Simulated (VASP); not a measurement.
Input of a VASP 6.6.1 run:

Contents of INCAR:

```
PREC = Accurate
ENCUT = 520
EDIFF = 1E-8
ISMEAR = -1
SIGMA = 0.08
LREAL = False
LASPH = True
NELM = 80
ALGO = Normal
ISIF = 2
LWAVE = False
LCHARG = False
GGA = PE
LEFG = True
NBANDS = 17
```

Contents of KPOINTS:

```
Automatic mesh
0
Gamma
  10 10 5
```

The input POSCAR:

```
Sr
1.0
    4.2517498339      0.0000000000      0.0000000000
   -2.1258749170      3.6821233666      0.0000000000
    0.0000000000      0.0000000000      6.9547180496
Sr
2
Direct
    0.3333333333      0.6666666667      0.2500000000
    0.6666666667      0.3333333333      0.7500000000
```

Potentials or basis: VASP PAW PBE potentials, release 64 (Sr_sv).

Run with:

```sh
$ cat potpaw_PBE.64/Sr_sv/POTCAR > POTCAR
$ mpirun -np 1 vasp_std > vasp.out
```

Task: What does it give for the pressure?

Result: 0.2 GPa.

Task: Predict the band gap on the k mesh.

Result: Zero (band 10 reaches 1.75 eV, above the bottom of band 11 at 1.62 eV).

Stress tensor (GPa, compression positive):
```
0.14 0.00 0.00
0.00 0.14 0.00
0.00 0.00 0.28
```

Caveat: without QUAD_EFG the Cq values of the log hold for a quadrupole moment of 1 mb, not for the nuclei.
